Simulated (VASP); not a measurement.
# SnO (P4/nmm) in VASP: single point with HSE06

Aim: the single point of SnO with HSE06.

All numbers are computed with VASP 6.6.1; they aren't measurements. Logs are shortened: lines on timing, memory, paths and dates and some standing lists are left out, and cuts for length are marked.

**1. The cell of the first run**

The structure is tetragonal, space group P4/nmm (No. 129). The conventional cell has a = 3.793 Å, b = 3.793 Å, c = 4.758 Å, α = 90.00°, β = 90.00°, γ = 90.00°. Sn (site symmetry 4mm) has 4 O at 2.22 Å within 2.9 Å. O (site symmetry -4m2) has 4 Sn at 2.22 Å and 4 O at 2.68 Å within 2.9 Å.

**2. Single point, HSE06**

POSCAR

```
SnO
1.0
    3.7926488508      0.0000000000      0.0000000000
    0.0000000000      3.7926488508      0.0000000000
    0.0000000000      0.0000000000      4.7582138634
Sn O
2 2
Direct
    0.5000000000      0.0000000000      0.2410340823
    0.0000000000      0.5000000000      0.7589659177
    0.0000000000      0.0000000000      0.0000000000
    0.5000000000      0.5000000000      0.0000000000
```

INCAR.step1

```
SYSTEM = SnO
  ALGO = Normal
  EDIFF = 1E-5
  ENCUT = 520
  GGA = PE
  ISIF = 2
  ISMEAR = -1
  LASPH = .True.
  LCHARG = .False.
  LREAL = .False.
  LWAVE = .True.
  NBANDS = 28
  NELM = 60
  PREC = Accurate
  SIGMA = 0.02
```

INCAR.step2

```
SYSTEM = SnO
  ALGO = Normal
  EDIFF = 1E-7
  ENCUT = 520
  GGA = PE
  HFSCREEN = 0.2079
  ISIF = 2
  ISMEAR = -1
  ISTART = 1
  LASPH = .True.
  LCHARG = .False.
  LHFCALC = .True.
  LREAL = .False.
  LWAVE = .False.
  NBANDS = 28
  NELM = 60
  PREC = Accurate
  PRECFOCK = Normal
  SIGMA = 0.02
```

KPOINTS

```
k-points
0
Gamma
  4 4 2
  0 0 0
```

Potentials or basis: VASP PAW PBE potentials, release 64 (Sn_d, O).

Run with:

```console
cat potpaw_PBE.64/Sn_d/POTCAR potpaw_PBE.64/O/POTCAR > POTCAR
cp INCAR.step1 INCAR
mpirun -np 1 vasp_std > vasp.out
cp INCAR.step2 INCAR
mpirun -np 1 vasp_std > vasp.out
```

OUTCAR:

```text
SYSTEM = SnO
   EDIFF = 1E-7
   ENCUT = 520
   GGA = PE
   HFSCREEN = 0.2079
   ISIF = 2
   ISMEAR = -1
   ISTART = 1
   LASPH = .True.
   LHFCALC = .True.
   LREAL = .False.
   NELM = 60
   PREC = Accurate
   PRECFOCK = Normal

 ion  position               nearest neighbor table
   1  0.500  0.000  0.241-   3 2.22   4 2.22   4 2.22   3 2.22   2 3.53   2 3.53   2 3.53   2 3.53
                             2 3.64   2 3.64   2 3.64   2 3.64
   2  0.000  0.500  0.759-   3 2.22   4 2.22   3 2.22   4 2.22   1 3.53   1 3.53   1 3.53   1 3.53
                             1 3.64   1 3.64   1 3.64   1 3.64
   3  0.000  0.000  0.000-   1 2.22   2 2.22   2 2.22   1 2.22
   4  0.500  0.500  0.000-   1 2.22   2 2.22   1 2.22   2 2.22

  LATTYP: Found a simple tetragonal cell.
 ALAT       =     3.7926488508
 C/A-ratio  =     1.2545885608

  Lattice vectors:

 A1 = (   3.7926488508,   0.0000000000,   0.0000000000)
 A2 = (   0.0000000000,   3.7926488508,   0.0000000000)
 A3 = (   0.0000000000,   0.0000000000,   4.7582138634)

Analysis of symmetry for initial positions (statically):
=====================================================================
 Subroutine PRICEL returns:
 Original cell was already a primitive cell.

 Routine SETGRP: Setting up the symmetry group for a
 simple tetragonal supercell.

 Subroutine GETGRP returns: Found 16 space group operations
 (whereof  8 operations were pure point group operations)
 out of a pool of 16 trial point group operations.

The static configuration has the point symmetry D_2d.
 The point group associated with its full space group is D_4h.

Analysis of symmetry for dynamics (positions and initial velocities):
=====================================================================
 Subroutine PRICEL returns:
 Original cell was already a primitive cell.

 Routine SETGRP: Setting up the symmetry group for a
 simple tetragonal supercell.

 Subroutine GETGRP returns: Found 16 space group operations
 (whereof  8 operations were pure point group operations)
 out of a pool of 16 trial point group operations.

The dynamic configuration has the point symmetry D_2d.
 The point group associated with its full space group is D_4h.

 Subroutine INISYM returns: Found 16 space group operations
 (whereof  8 operations are pure point group operations),
 and found     1 'primitive' translations
[... 89 lines left out ...]
   NSW    =      0    number of steps for IOM
   IBRION =     -1    ionic relax: 0-MD 1-quasi-New 2-CG
   NFREE  =      0    steps in history (QN), initial steepest desc. (CG)
   ISIF   =      2    stress and relaxation
   ISYM   =      3    0-nonsym 1-usesym 2-fastsym
   POTIM  = 0.5000    time-step for ionic-motion
   TEBEG  =    0.0;   TEEND  =   0.0 temperature during run
   PSTRESS=    0.0 pullay stress
   NELECT =      40.0000    total number of electrons
   NUPDOWN=      -1.0000    fix difference up-down
   EMIN   =  10.00;   EMAX   =-10.00  energy-range for DOS
   EFERMI =   0.00;   METHOD = LEGACY
   ISMEAR =    -1;   SIGMA  =   0.02  broadening in eV -4-tet -1-fermi 0-gaus
   EFERMI_NEDOS =   21; number of points for ismear=-14 and -15
   IALGO  =     38    algorithm
   IMIX   =      1    mixing-type and parameters
     AMIX     =   0.40;   BMIX     =  1.00
     AMIX_MAG =   1.60;   BMIX_MAG =  1.00
  volume/ion in A,a.u.               =      17.11       115.47
  Fermi-wavevector in a.u.,A,eV,Ry     =   1.368732  2.586528 25.489525  1.873427
  Thomas-Fermi vector in A             =   2.494670
   LORBIT       =      0    0 simple, 1 ext, 2 COOP (PROOUT), +10 PAW based schemes
   GGA     = PE    functional components
   LHFCALC =     T    Hartree Fock is set to
   PRECFOCK=normal    Normal, Fast or Accurate (Low or Medium for compatibility)
   ENCUT4O =  -1.0   cutoff for four orbital integrals eV
   NKREDX  =     1    reduce k-point grid by
   NKREDY  =     1    reduce k-point grid by
   NKREDZ  =     1    reduce k-point grid by
   AEXX    =    0.2500 exact exchange contribution
   HFSCREEN=    0.2079 screening length (either q_TF or 0.3 A-1)
   HFSCREENC=   0.2079 screening length for correlation (either q_TF or 0.3 A-1)
   ENCUTFOCK=  -1.0 apply spherical cutoff to Coloumb kernel
   IVDW    =     0    specifies the selected vdW correction
   LEPSILON=     F    determine dielectric tensor
   LRPA    =     F    only Hartree local field effects (RPA)
 non-spin polarized calculation
  energy-cutoff  :      520.00
  volume of cell :       68.44
 maximum number of plane-waves:      1868
  NGX = 24; NGY = 24; NGZ = 28

 number of electron      39.9999998 magnetization

 Free energy of the ion-electron system (eV)
  ---------------------------------------------------
  ext. energy  EPLUGINS =         0.00000000
  ---------------------------------------------------
  free energy    TOTEN  =       -27.99724183 eV

  energy without entropy =      -27.99719601  energy(sigma->0) =      -27.99721892

 E-fermi :   7.4362     XC(G=0):  -8.5785

 val. band max:        7.3163898886   @ k =   0.0000   0.0000   0.0000
 cond. band min:       7.5698698972   @ k =   0.5000   0.5000   0.0000
 fundamental gap:      0.2534800086
 Fermi energy:         7.4361859317

 k-point     1 :       0.0000    0.0000    0.0000
  band No.  band energies     occupation
      1     -17.1653      2.00000
      2     -16.6232      2.00000
      3     -16.6125      2.00000
      4     -16.6125      2.00000
      5     -16.5549      2.00000
      6     -16.5419      2.00000
[... 361 lines left out ...]
     27      18.6127      0.00000
     28      18.6127      0.00000

------------------------ aborting loop because EDIFF is reached ----------------------------------------

  FORCE on cell =-STRESS in cart. coord.  units (eV):
  Direction    XX          YY          ZZ          XY          YZ          ZX
  --------------------------------------------------------------------------------------
  -------------------------------------------------------------------------------------
  Total        0.5303398      0.5303398      0.4711490      0.0000000      0.0000000      0.0000000
  in kB       12.4146807     12.4146807     11.0290895      0.0000000      0.0000000      0.0000000
  external PRESSURE =      11.9528170 kB  Pullay stress =       0.0000000 kB

 VOLUME and BASIS-vectors are now :
 -----------------------------------------------------------------------------
  energy-cutoff  :      520.00
  volume of cell :       68.44
      direct lattice vectors                 reciprocal lattice vectors
     3.792648851  0.000000000  0.000000000     0.263667964  0.000000000  0.000000000
     0.000000000  3.792648851  0.000000000     0.000000000  0.263667964  0.000000000
     0.000000000  0.000000000  4.758213863     0.000000000  0.000000000  0.210162895

 POSITION                                       TOTAL-FORCE (eV/Angst)
 -----------------------------------------------------------------------------------
      1.89632      0.00000      1.14689         0.000000      0.000000     -0.085764
      0.00000      1.89632      3.61132        -0.000000      0.000000      0.085764
      0.00000      0.00000      0.00000        -0.000000      0.000000      0.000000
      1.89632      1.89632      0.00000        -0.000000      0.000000      0.000000
 -----------------------------------------------------------------------------------
    total drift:                                0.000000      0.000000     -0.000004

  FREE ENERGIE OF THE ION-ELECTRON SYSTEM (eV)
  ---------------------------------------------------
  free  energy   TOTEN  =       -27.9972418308 eV

  energy  without entropy=      -27.9971960072  energy(sigma->0) =      -27.99721892
```

OSZICAR.step1:

```text
N       E                     dE             d eps       ncg     rms          rms(c)
DAV:   1     0.414888391422E+03    0.41489E+03   -0.20141E+04   692   0.222E+03
DAV:   2     0.343032218680E+02   -0.38059E+03   -0.36695E+03   720   0.542E+02
DAV:   3    -0.235528525996E+02   -0.57856E+02   -0.56953E+02   756   0.179E+02
DAV:   4    -0.262278803767E+02   -0.26750E+01   -0.26589E+01   784   0.411E+01
DAV:   5    -0.262907690785E+02   -0.62889E-01   -0.62882E-01   728   0.672E+00    0.117E+01
DAV:   6    -0.226573844779E+02    0.36334E+01   -0.16914E+01  1084   0.444E+01    0.489E+00
DAV:   7    -0.226459796916E+02    0.11405E-01   -0.19719E+00   800   0.850E+00    0.249E+00
DAV:   8    -0.226361494595E+02    0.98302E-02   -0.29519E-01   924   0.372E+00    0.843E-01
DAV:   9    -0.226268985252E+02    0.92509E-02   -0.59646E-02  1060   0.253E+00    0.257E-01
DAV:  10    -0.226275723729E+02   -0.67385E-03   -0.84813E-03   944   0.811E-01    0.147E-01
DAV:  11    -0.226274923597E+02    0.80013E-04   -0.11306E-03   876   0.288E-01    0.325E-02
DAV:  12    -0.226275091167E+02   -0.16757E-04   -0.31228E-04   920   0.107E-01    0.246E-02
DAV:  13    -0.226275058843E+02    0.32324E-05   -0.27152E-05   568   0.576E-02
   1 F= -.22627506E+02 E0= -.22626466E+02  d E =-.207938E-02
```

Run time: 52 min. Hardware: 1 thread of Intel Xeon 8259CL, shared host; peak memory 0.3 GiB.

What came out:

```yaml
Free_energy: -27.9972 eV
Pressure: 1.2 GPa
Largest_force: 0.086 eV/Å
Band_gap_on_the_k_mesh: 0.25 eV (least direct gap 2.54 eV)
```

Forces on the atoms (eV/Å):
```
Sn   0.000  0.000 -0.086
Sn   0.000  0.000  0.086
O    0.000  0.000  0.000
O    0.000  0.000  0.000
```

Levels at points of the mesh, in eV from the valence-band top:
| k point | band 18 | band 19 | band 20 | band 21 | band 22 | band 23 |
| --- | --- | --- | --- | --- | --- | --- |
| (0.00, 0.00, 0.00) | -4.22 | -4.22 | 0.00 | 2.82 | 5.17 | 5.24 |
| (0.50, 0.00, 0.00) | -6.05 | -3.37 | -3.37 | 3.93 | 3.93 | 6.73 |
| (0.50, 0.50, 0.00) | -3.50 | -2.29 | -2.29 | 0.25 | 0.25 | 5.07 |
| (0.00, 0.00, 0.50) | -4.23 | -3.09 | -2.96 | 2.29 | 3.38 | 3.38 |
| (0.50, 0.00, 0.50) | -6.00 | -2.30 | -2.30 | 3.23 | 3.23 | 6.11 |
| (0.50, 0.50, 0.50) | -3.50 | -3.23 | -3.23 | 2.70 | 2.70 | 4.93 |

Caveat: the k points lie up to 0.66 Å⁻¹ apart; the PAW data sets were made with another functional, which shifts forces and pressure a little; spin-orbit coupling is left out, which moves the levels of the heavy elements. A k mesh can miss the band edges.
